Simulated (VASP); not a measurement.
Tc: single point with PBE+D4

Crystal: Tc.

```
Tc
1.0
     0.00000    1.92240    1.92240
     1.92240    0.00000    1.92240
     1.92240    1.92240    0.00000
Tc
1
Direct
  0.00000 0.00000 0.00000
```

| Quantity | Value |
| --- | --- |
| Program | VASP 6.6.1 |
| Task | single point |
| Functional | PBE |
| Dispersion | D4 |
| Potentials or basis | VASP PAW PBE potentials, release 64 (Tc_pv) |
| Cutoff | 520 eV |
| k mesh | 12 × 12 × 12 |
| Occupations | fermi-dirac, width 0.05 eV |
| Spin | no spin polarisation |

```yaml
Pressure: -0.7 GPa
Dispersion_energy_per_atom: -0.609 eV
```

Levels at points of the mesh, in eV from the Fermi level:
```tsv
k point	band 5	band 6	band 7	band 8	band 9	band 10
(0.00, 0.00, 0.00)	-1.88	-1.88	-1.88	0.79	0.79	13.96
(0.50, 0.00, 0.00)	-2.05	-2.05	1.24	2.86	2.86	10.91
(0.50, 0.50, 0.00)	-5.47	2.80	3.44	3.44	3.89	13.11
```

It took 11 s on 1 thread of AMD EPYC 7R43 64-Core Processor (Zen 3), on a shared host, peak memory 0.09 GiB.

Caveat: pairwise dispersion overbinds metals, which lowers pressure and volume.
